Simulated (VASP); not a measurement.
A run of VASP 6.6.1 is set up as follows.

Contents of POSCAR:

```
Ni
1.0
    0.0000000000      1.7905000000      1.7905000000
    1.7905000000      0.0000000000      1.7905000000
    3.5810000000      3.5810000000      0.0000000000
Ni
2
Direct
    0.0000000000      0.0000000000      0.0000000000
    0.0000000000      0.0000000000      0.5000000000
```

INCAR.step1

```
  PREC = Accurate
  ENCUT = 520
  ISMEAR = -1
  SIGMA = 0.05
  LREAL = F
  LASPH = T
  NELM = 60
  ISYM = 0
  NBANDS = 17
  GGA = PE
  ALGO = Normal
  EDIFF = 1E-4
  LWAVE = T
  LCHARG = F
```

INCAR.step2

```
  PREC = Accurate
  ENCUT = 520
  EDIFF = 1E-7
  ISMEAR = -1
  SIGMA = 0.05
  LREAL = F
  LASPH = T
  NELM = 60
  ALGO = Normal
  ISIF = 2
  LWAVE = F
  LCHARG = F
  METAGGA = R2SCAN
  LMIXTAU = T
  ISYM = 0
  NBANDS = 17
  ISTART = 1
```

The input KPOINTS:

```
Automatic mesh
0
Gamma
  13 13 7
```

Potentials or basis: VASP PAW PBE potentials, release 64 (Ni).

Launch:

```bash
$ cat potpaw_PBE.64/Ni/POTCAR > POTCAR
$ cp INCAR.step1 INCAR
$ mpirun -np 1 vasp_std > vasp.out
$ cp INCAR.step2 INCAR
$ mpirun -np 1 vasp_std > vasp.out
```

(1) Predict the band gap on the k mesh.

(2) Predict the pressure.

Results:

(1) zero (bands 10 and 11 overlap by 0.78 eV).

(2) -17.3 GPa.

Caveat: the cell stands under tension; the PAW data sets were made with another functional, which shifts forces and pressure a little; the run has no spin polarisation, though such a crystal can be magnetic.
